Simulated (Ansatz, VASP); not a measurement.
Two plane-wave programs on MgTlBr3

POSCAR

```
MgTlBr3
1.0
    5.4985437928      0.0000000000      0.0000000000
    0.0000000000      5.4985437928      0.0000000000
    0.0000000000      0.0000000000      5.1586331392
Tl Mg Br
1 1 3
Direct
    0.0000000000      0.0000000000      0.0000000000
    0.5000000000      0.5000000000      0.5000000000
    0.5000000000      0.5000000000      0.0000000000
    0.5000000000      0.0000000000      0.5000000000
    0.0000000000      0.5000000000      0.5000000000
```

Contents of INCAR.step1:

```
PREC     = Accurate       # precision mode
ENCUT    = 520            # plane-wave cutoff, eV
ISMEAR   = 0              # smearing method
SIGMA    = 0.01           # smearing width, eV
LREAL    = False          # projectors in reciprocal space
LASPH    = True           # aspherical terms in the spheres
NELM     = 100            # most SCF steps
NBANDS   = 26             # bands
GGA      = PE             # functional
ALGO     = Normal         # electronic algorithm
EDIFF    = 1E-4           # SCF threshold, eV
LWAVE    = True           # write WAVECAR
LCHARG   = False          # write CHGCAR
```

The input INCAR.step2:

```
PREC     = Accurate       # precision mode
ENCUT    = 520            # plane-wave cutoff, eV
EDIFF    = 1E-6           # SCF threshold, eV
ISMEAR   = 0              # smearing method
SIGMA    = 0.01           # smearing width, eV
LREAL    = False          # projectors in reciprocal space
LASPH    = True           # aspherical terms in the spheres
NELM     = 100            # most SCF steps
ALGO     = Normal         # electronic algorithm
ISIF     = 2              # what is computed and relaxed
LWAVE    = False          # write WAVECAR
LCHARG   = False          # write CHGCAR
METAGGA  = R2SCAN         # meta-GGA
LMIXTAU  = True         
NBANDS   = 26             # bands
ISTART   = 1
```

KPOINTS

```
Automatic mesh
0
Gamma
  6 6 6
```

Input for Ansatz:

```yaml
crystal:
  lattice:
    - [5.4985437928, 0.0, 0.0]
    - [0.0, 5.4985437928, 0.0]
    - [0.0, 0.0, 5.1586331392]
  atoms:
    - { symbol: Tl, position: [0.0, 0.0, 0.0] }
    - { symbol: Mg, position: [0.5, 0.5, 0.5] }
    - { symbol: Br, position: [0.5, 0.5, 0.0] }
    - { symbol: Br, position: [0.5, 0.0, 0.5] }
    - { symbol: Br, position: [0.0, 0.5, 0.5] }
kpoints:
  mp_grid: { grid: [6, 6, 6] }
  band_path:
    path: [[0.0, 0.0, 0.0], [0.0, 0.5, 0.0], [0.5, 0.5, 0.0], [0.5, 0.5, 0.5]]
    npoints: 1
hamiltonian:
  xc: r2scan
scf:
  occupations: { method: fixed }
  n_extra_bands: 5
output:
  forces: true
  stress: true
  eigenvalues: true
```

Change from the starting cell: epitaxial_xy strain +4.0%.

Alike in both runs: task single point; functional r2SCAN; k mesh 6 × 6 × 6; no spin polarisation.

```csv
,VASP,Ansatz
version,VASP 6.6.1,Ansatz 0.2.0
potentials or method,"VASP PAW PBE potentials, release 64 (Tl_d, Mg, Br)","plane waves, PAW"
plane-wave cutoff (eV),520,500
occupations,"gaussian, width 0.01 eV",fixed
valence electrons in the cell,36,44
```

Ansatz gave:

```
gap on the k mesh at the Fermi level (eV)                     : 3.44
pressure (GPa)                                                : -1.3
traceless stress, the component that is largest in VASP (GPa) : 1.30
```

Estimate VASP's values.

gap on the k mesh at the Fermi level (eV): 3.40; pressure (GPa): -1.4; traceless stress, the component that is largest in VASP (GPa): 1.27.

VASP's potentials were made for PBE, not for r2SCAN. VASP's potentials hold 36 valence electrons a cell and Ansatz's 44, so a difference there can come from the potentials and not from the codes.

Neither program's run includes spin-orbit coupling.
